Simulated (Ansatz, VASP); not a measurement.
# Two plane-wave programs on BN

```
B N
1.0
     0.03615    1.82557    1.82557
     1.82557    0.03615    1.82557
     1.82557    1.82557    0.03615
B N
1 1
Direct
  0.00000 0.00000 0.00000
  0.75000 0.75000 0.75000
```

Change from the starting cell: equal xy, yz and zx shear strains of +2 %, PAW files.

Alike in both runs: task electric field gradients; functional PBEsol; k mesh 13 × 13 × 13; occupations fermi-dirac, width 0.03 eV; no spin polarisation.

|  | VASP | Ansatz |
| --- | --- | --- |
| version | VASP 6.6.1 | Ansatz 0.2.0 |
| potentials or method | VASP PAW PBE potentials, release 64 (B, N) | PAW with Ansatz's default frozen-core files, scalar-relativistic |
| plane-wave cutoff (eV) | 520 | 420 |
| valence electrons in the cell | 8 | 8 |

```tsv
	VASP	Ansatz	Ansatz less VASP
gap on the k mesh at the Fermi level (eV)	4.29	4.30	+0.011
pressure (GPa)	-1.8	-2.4	-0.59
traceless stress, the component that is largest in VASP (GPa)	-8.90	-8.82	+0.081
rms of the force components (eV/Å)	0.020	0.015	-0.0047
size of Vzz on the site where it differs most (V/Å²)	2.5	2.2	-0.30
```

VASP's potentials were made for PBE, not for PBEsol. Atom by atom the forces differ by 0.005 eV/Å (rms over components). With one functional, cell and mesh, what is left measures potentials, basis and numerics.
